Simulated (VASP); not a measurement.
# AlN (F-43m) in VASP: a series of runs, part 2 of 2

VASP 6.6.1.

## 4. G0W0 quasiparticle levels, PBE

The input, POSCAR:

```
AlN
1.0
    0.0000000000      2.1848764208      2.1848764208
    2.1848764208      0.0000000000      2.1848764208
    2.1848764208      2.1848764208      0.0000000000
Al N
1 1
Direct
    0.0000000000      0.0000000000      0.0000000000
    0.2500000000      0.2500000000      0.2500000000
```

The input, INCAR.step1:

```
SYSTEM = AlN
PREC = Accurate
ENCUT = 500
EDIFF = 1E-8
ISMEAR = 0
SIGMA = 0.01
LREAL = .False.
LASPH = .True.
NELM = 60
ALGO = Normal
LWAVE = .True.
LCHARG = .False.
GGA = PE
```

The input, INCAR.step2:

```
SYSTEM = AlN
PREC = Accurate
ENCUT = 500
EDIFF = 1E-8
ISMEAR = 0
SIGMA = 0.01
LREAL = .False.
LASPH = .True.
NELM = 1
ALGO = Exact
LWAVE = .True.
LCHARG = .False.
GGA = PE
NBANDS = 34
LOPTICS = .True.
ISTART = 1
```

The input, INCAR.step3:

```
SYSTEM = AlN
PREC = Accurate
ENCUT = 500
EDIFF = 1E-8
ISMEAR = 0
SIGMA = 0.01
LREAL = .False.
LASPH = .True.
ALGO = EVGW0
LWAVE = .False.
LCHARG = .False.
GGA = PE
NELMGW = 1
NBANDS = 34
ENCUTGW = 100.0
NOMEGA = 48
PRECFOCK = Fast
ISTART = 1
NBANDSGW = 12
```

The input, KPOINTS:

```
Automatic mesh
0
Gamma
  4 4 4
  0 0 0
```

Potentials or basis: VASP PAW PBE potentials, release 64 (Al_GW, N_GW).

Launch:

```bash
$ cat potpaw_PBE.64/Al_GW/POTCAR potpaw_PBE.64/N_GW/POTCAR > POTCAR
$ cp INCAR.step1 INCAR
$ mpirun -np 1 vasp_std > vasp.out
$ cp INCAR.step2 INCAR
$ mpirun -np 1 vasp_std > vasp.out
$ cp INCAR.step3 INCAR
$ mpirun -np 1 vasp_std > vasp.out
```

OUTCAR:

```text
SYSTEM = AlN
   PREC = Accurate
   ENCUT = 500
   EDIFF = 1E-8
   ISMEAR = 0
   LREAL = .False.
   LASPH = .True.
   GGA = PE
   NELMGW = 1
   ENCUTGW = 100.0
   PRECFOCK = Fast
   ISTART = 1

 ion  position               nearest neighbor table
   1  0.000  0.000  0.000-   2 1.89   2 1.89   2 1.89   2 1.89
   2  0.250  0.250  0.250-   1 1.89   1 1.89   1 1.89   1 1.89

  LATTYP: Found a face centered cubic cell.
 ALAT       =     4.3697528416

  Lattice vectors:

 A1 = (   0.0000000000,   2.1848764208,   2.1848764208)
 A2 = (   2.1848764208,   0.0000000000,   2.1848764208)
 A3 = (   2.1848764208,   2.1848764208,   0.0000000000)

Analysis of symmetry for initial positions (statically):
=====================================================================
 Subroutine PRICEL returns:
[... 150 lines left out ...]
   NELMHF              =     1    number of iterations in the inner HF iteration
   NKREDLFX            =     1    NKREDLFY  =   1   NKREDLFZ  =   1
 non-spin polarized calculation
 Gauss-broadening in eV      SIGMA  =   0.01
  energy-cutoff  :      500.00
  volume of cell :       20.86
 maximum number of plane-waves:       544
 NGX is ok and might be reduce to    24
  NGX = 14; NGY = 14; NGZ = 14
   NGX = 11   NGY = 11   NGZ = 11
 maximum number of plane-waves:        59
 NGX is ok and might be reduce to    10

 QP shifts <psi_nk| G(iteration)W_0 |psi_nk>: iteration 1
 for sc-GW calculations column KS-energies equals QP-energies in previous step
 and V_xc(KS)=  KS-energies - (<T + V_ion + V_H > + <T+V_H+V_ion>^1  + <V_x>^1)

 k-point   1 :       0.0000    0.0000    0.0000
  band No.  KS-energies  QP-energies   sigma(KS)   V_xc(KS)     V^pw_x(r,r')   Z            occupation Imag(sigma)

      1     -10.0190     -11.2409     -16.5033     -14.7838     -24.7534       0.7106       2.0000       1.3460
      2       4.9672       4.4628     -17.3995     -16.7525     -20.8949       0.7795       2.0000       0.1118
      3       4.9672       4.4628     -17.3995     -16.7525     -20.8949       0.7795       2.0000       0.1118
      4       4.9672       4.4628     -17.3995     -16.7525     -20.8949       0.7795       2.0000       0.1118
      5       9.1364      10.0699     -11.3334     -12.4955      -7.6583       0.8034       0.0000      -0.0967
      6      17.4795      18.6656      -8.7811     -10.2687      -4.0096       0.7973       0.0000      -0.1620
      7      17.4795      18.6656      -8.7811     -10.2687      -4.0096       0.7973       0.0000      -0.1620
      8      17.4795      18.6656      -8.7811     -10.2687      -4.0096       0.7973       0.0000      -0.1620
      9      22.6118      23.9012      -8.8142     -10.4456      -3.6806       0.7904       0.0000      -0.3092
     10      22.6118      23.9012      -8.8142     -10.4456      -3.6806       0.7904       0.0000      -0.3092
     11      24.0093      24.7571      -8.6782      -9.6358      -2.5812       0.7809       0.0000      -0.8233
     12      24.0093      24.7571      -8.6782      -9.6358      -2.5812       0.7809       0.0000      -0.8233
[... 100 lines left out ...]
      1      -7.2765      -8.3522     -18.3698     -16.8778     -26.2638       0.7210       2.0000       0.9518
      2       1.1731       0.2555     -15.2248     -13.9998     -19.2330       0.7491       2.0000       0.1903
      3       1.5230       0.5734     -15.1962     -13.9332     -19.0964       0.7518       2.0000       0.1765
      4       2.2595       1.3885     -14.9081     -13.7720     -18.3962       0.7667       2.0000       0.1452
      5      10.9946      11.9401     -10.5880     -11.7747      -6.8261       0.7967       0.0000      -0.1050
      6      16.3738      17.5801     -10.4017     -11.9308      -5.8346       0.7889       0.0000      -0.1595
      7      16.9024      17.9146      -9.1396     -10.4264      -4.0297       0.7866       0.0000      -0.2255
      8      17.1081      18.7666     -11.5278     -13.6738      -6.6466       0.7728       0.0000      -0.1881
      9      22.1528      23.4077      -9.5911     -11.2561      -3.5281       0.7537       0.0000      -0.4595
     10      23.8339      24.9189      -9.2782     -10.6849      -3.3614       0.7713       0.0000      -0.5522
     11      29.9142      31.8511     -10.4139     -12.9284      -4.1151       0.7703       0.0000      -0.8937
     12      30.2328      31.8669     -10.0778     -12.1104      -4.0476       0.8040       0.0000      -1.0661
```

OUTCAR.step1:

```text
SYSTEM = AlN
   PREC = Accurate
   ENCUT = 500
   EDIFF = 1E-8
   ISMEAR = 0
   LREAL = .False.
   LASPH = .True.
[... 290 lines left out ...]
      0.00000      0.00000      0.00000         0.000000     -0.000000      0.000000
      1.09244      1.09244      1.09244        -0.000000      0.000000     -0.000000
 -----------------------------------------------------------------------------------
    total drift:                               -0.000000     -0.000000     -0.000000

  FREE ENERGIE OF THE ION-ELECTRON SYSTEM (eV)
  ---------------------------------------------------
  free  energy   TOTEN  =       -14.8352854370 eV

  energy  without entropy=      -14.8352854370  energy(sigma->0) =      -14.83528544
```

OUTCAR.step2:

```text
SYSTEM = AlN
   PREC = Accurate
   ENCUT = 500
   EDIFF = 1E-8
[... 690 lines left out ...]
  --------------------------------------------------------------------------------------------------------------
     0.00000     5.43461     5.43461     5.43461    -0.00000    -0.00000     0.00000
     0.96986     5.51772     5.51772     5.51772    -0.00000    -0.00000     0.00000
     1.93972     5.80427     5.80427     5.80427    -0.00000    -0.00000     0.00000
     2.90957     6.46917     6.46917     6.46917    -0.00000    -0.00000     0.00000
     3.87943     9.05442     9.05442     9.05442    -0.00000    -0.00000     0.00000
     4.84929     9.81358     9.81358     9.81358    -0.00000    -0.00000     0.00000
[... 92 lines left out ...]
    95.04609     0.94064     0.94064     0.94064     0.00000     0.00000    -0.00000
    96.01595     0.94198     0.94198     0.94198     0.00000     0.00000    -0.00000
```

Run time: 20 s. Hardware: 1 thread of AMD EPYC 9R45 (Zen 5), shared host; peak memory 0.16 GiB.

Results:

```
Band gap on the k mesh, mean-field level : 3.29 eV, indirect (least direct gap 4.17 eV)
Quasiparticle gap                        : 4.38 eV
Least direct quasiparticle gap           : 5.61 eV
```

Levels at points of the mesh, in eV from the valence-band top:
| k point | band 1 | band 2 | band 3 | band 4 | band 5 | band 6 | band 7 | band 8 |
| --- | --- | --- | --- | --- | --- | --- | --- | --- |
| (0.00, 0.00, 0.00) | -14.99 | 0.00 | 0.00 | 0.00 | 4.17 | 12.51 | 12.51 | 12.51 |
| (0.50, 0.00, 0.00) | -12.94 | -5.87 | -0.48 | -0.48 | 7.35 | 9.85 | 11.11 | 11.11 |
| (0.50, 0.50, 0.00) | -12.30 | -4.91 | -1.78 | -1.78 | 3.29 | 8.58 | 13.94 | 15.69 |

Caveat: the k points lie up to 0.62 Å⁻¹ apart; bands, screening cutoff and mesh are small and nothing is extrapolated, so the quasiparticle values aren't converged. A k mesh can miss the band edges.
